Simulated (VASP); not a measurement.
Set up this calculation in VASP 6.6.1, as the native input.

| Item | Value |
| --- | --- |
| Task | single point |
| Functional | PBE |
| Potentials or basis | VASP PAW PBE potentials, release 64 (Ge_d) |
| Cutoff | 520 eV |
| k mesh | 4 × 4 × 4 |
| Occupations | gaussian, width 0.1 eV |
| Spin | no spin polarisation |
| Dipole correction | no |
| Further INCAR settings | ALGO = Normal; EDIFF = 1e-06; NBANDS = 51 |

The structure of Ge lies in POSCAR:

```
Ge
1.0
    4.1235340900      0.0000000000      0.0000000000
    0.0000000000      4.1235340900      0.0000000000
    0.0000000000      0.0000000000      6.5983664000
Ge
6
Direct
    0.0000000000      0.0000000000      0.2500000000
    0.0000000000      0.0000000000      0.7500000000
    0.6566823100      0.2368163300      0.5000000000
    0.3433176900      0.7631836700      0.5000000000
    0.7631836700      0.6566823100      0.0000000000
    0.2368163300      0.3433176900      0.0000000000
```

The cell was generated, and may not be a known phase.

One way to write it, as run:

INCAR

```
SYSTEM = Ge
PREC     = Accurate       ! precision mode
ENCUT    = 520            ! plane-wave cutoff, eV
EDIFF    = 1E-6           ! SCF threshold, eV
ISMEAR   = 0              ! smearing method
SIGMA    = 0.1            ! smearing width, eV
LREAL    = .False.        ! projectors in reciprocal space
LASPH    = .True.         ! aspherical terms in the spheres
NELM     = 80             ! most SCF steps
ALGO     = Normal         ! electronic algorithm
ISIF     = 2              ! what is computed and relaxed
LWAVE    = .False.        ! write WAVECAR
LCHARG   = .False.        ! write CHGCAR
GGA      = PE             ! functional
NBANDS   = 51             ! bands
```

KPOINTS

```
regular mesh
0
Gamma
  4 4 4
  0 0 0
```

Potentials or basis: VASP PAW PBE potentials, release 64 (Ge_d).

Run with:

```console
$ cat potpaw_PBE.64/Ge_d/POTCAR > POTCAR
$ mpirun -np 1 vasp_std > vasp.out
```

Results of the run:

* Pressure: 16.2 GPa
* Largest force: 1.543 eV/Å
* Band gap on the k mesh: zero (bands 42 and 43 overlap by 0.37 eV)

Caveat: the k points lie up to 0.38 Å⁻¹ apart; semilocal functionals underestimate gaps, and a narrow one can read as zero; forces of over 1 eV/Å act on the atoms, so gaps and moduli don't describe the material at rest.

Run time: 70 s on 1 thread of Intel(R) Xeon(R) Platinum 8375C CPU @ 2.90GHz (Ice Lake) (shared host), peak memory 0.23 GiB.
